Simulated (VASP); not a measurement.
A run of VASP 6.6.1 is set up as follows.

The input INCAR:

```
SYSTEM = Si16Ge
ALGO     = Normal         ! electronic algorithm
EDIFF    = 1E-7           ! SCF threshold, eV
EDIFFG   = -0.08          ! ionic threshold
ENCUT    = 520            ! plane-wave cutoff, eV
IBRION   = 2              ! ionic algorithm
ISIF     = 2              ! what is computed and relaxed
ISMEAR   = -1             ! smearing method
LASPH    = .True.         ! aspherical terms in the spheres
LCHARG   = .False.        ! write CHGCAR
LREAL    = Auto         
LWAVE    = .False.        ! write WAVECAR
NELM     = 100            ! most SCF steps
NSW      = 45             ! ionic steps
PREC     = Accurate       ! precision mode
SIGMA    = 0.05           ! smearing width, eV
```

KPOINTS

```
k-points
0
Gamma
  2 2 2
  0 0 0
```

The input POSCAR:

```
Si16Ge
1.0
    0.0000000000      5.4300000000      5.4300000000
    5.4300000000      0.0000000000      5.4300000000
    5.4300000000      5.4300000000      0.0000000000
Si Ge
16 1
Direct
    0.0000000000      0.0000000000      0.0000000000
    0.1250000000      0.1250000000      0.1250000000
    0.0000000000      0.0000000000      0.5000000000
    0.1250000000      0.1250000000      0.6250000000
    0.0000000000      0.5000000000      0.0000000000
    0.1250000000      0.6250000000      0.1250000000
    0.0000000000      0.5000000000      0.5000000000
    0.1250000000      0.6250000000      0.6250000000
    0.5000000000      0.0000000000      0.0000000000
    0.6250000000      0.1250000000      0.1250000000
    0.5000000000      0.0000000000      0.5000000000
    0.6250000000      0.1250000000      0.6250000000
    0.5000000000      0.5000000000      0.0000000000
    0.6250000000      0.6250000000      0.1250000000
    0.5000000000      0.5000000000      0.5000000000
    0.6250000000      0.6250000000      0.6250000000
    0.3694201000      0.3636865000      0.3765233000
```

Potentials or basis: VASP PAW LDA potentials, release 64 (Si, Ge_d).

Launch:

```sh
$ cat potpaw_LDA.64/Si/POTCAR potpaw_LDA.64/Ge_d/POTCAR > POTCAR
$ mpirun -np 1 vasp_std > vasp.out
```

**Question.** Estimate the band gap on the k mesh.

**Answer.** Zero (bands 39 and 40 overlap by 0.30 eV).

**Question.** Estimate the energy gained by relaxing.

**Answer.** 20.2 meV/atom.

Step by step:
| step | energy change (eV) | largest force (eV/Å) | pressure (GPa) |
| --- | --- | --- | --- |
| 1 | 0.0000 | 1.9417 | 3.92 |
| 2 | -0.3274 | 0.3426 | 3.00 |
| 3 | -0.3279 | 0.3586 | 2.98 |
| 4 | -0.3399 | 0.1453 | 2.94 |
| 5 | -0.3399 | 0.1438 | 2.94 |
| 6 | -0.3423 | 0.0862 | 2.95 |
| 7 | -0.3427 | 0.0466 | 2.95 |

Caveat: the k points lie up to 0.50 Å⁻¹ apart; the relaxation stopped at a loose force limit of 0.08 eV/Å, so its end isn't a converged minimum.
